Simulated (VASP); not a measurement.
# MoSe: relaxation of cell and atoms with PBE

MoSe:

```
CELL_PARAMETERS angstrom
3.13483 0.00000 0.00000
0.00000 3.13483 0.00000
0.00000 0.00000 3.13483
ATOMIC_POSITIONS crystal
Mo 0.00000 0.00000 0.00000
Se 0.50000 0.50000 0.50000
```

| Property | Result |
| --- | --- |
| Program | VASP 6.6.1 |
| Task | relaxation of cell and atoms |
| Functional | PBE |
| Potentials or basis | VASP PAW PBE potentials, release 64 (Mo_sv, Se) |
| Cutoff | 600 eV |
| k mesh | 14 × 14 × 14 |
| Occupations | gaussian, width 0.1 eV |
| Spin | no spin polarisation |
| Dipole correction | no |
| Further INCAR settings | ALGO = Normal; EDIFF = 1e-07; IBRION = 2; EDIFFG = -0.01; NSW = 100; ISIF = 3 |

| Item | Value |
| --- | --- |
| Relaxed volume | 15.60 Å³/atom |
| Relaxed cell | a = 3.148 Å, b = 3.148 Å, c = 3.148 Å, α = 90.00°, β = 90.00°, γ = 90.00° |
| Space group after relaxing (to 0.1 Å) | Pm-3m (No. 221) |
| Energy gained by relaxing | 1.4 meV/atom |
| Ionic steps | 3 |
| Pressure after relaxing | 0.0 GPa |
| Band gap on the k mesh | zero (bands 10 and 11 overlap by 3.16 eV) |

Step by step:
```
step  energy change (eV)  largest force (eV/Å)  pressure (GPa)  volume (Å³)
   1              0.0000                0.0000            2.35        30.81
   2              0.0041                0.0000           -3.43        31.82
   3             -0.0028                0.0000            0.00        31.20
```

Final structure:
```
Mo Se
1.0
     3.14802    0.00000    0.00000
     0.00000    3.14802    0.00000
     0.00000    0.00000    3.14802
Mo Se
1 1
Cartesian
  0.0000 0.0000 0.0000
  1.5740 1.5740 1.5740
```

Levels at points of the mesh, in eV from the Fermi level:
```
           k point  band 8  band 9  band 10  band 11  band 12  band 13
(0.00, 0.00, 0.00)   -1.84   -1.84    -1.84     0.63     0.63     0.63
(0.50, 0.00, 0.00)   -3.70   -2.64     0.93     1.93     4.23     4.23
(0.50, 0.50, 0.00)   -3.17   -0.96    -0.96    -0.33     0.31     2.22
(0.50, 0.50, 0.50)   -7.55    2.34     2.34     2.93     2.93     2.93
```

It took 52 s on 1 thread of Intel(R) Xeon(R) 6975P-C (Granite Rapids), on a shared host, peak memory 0.21 GiB.
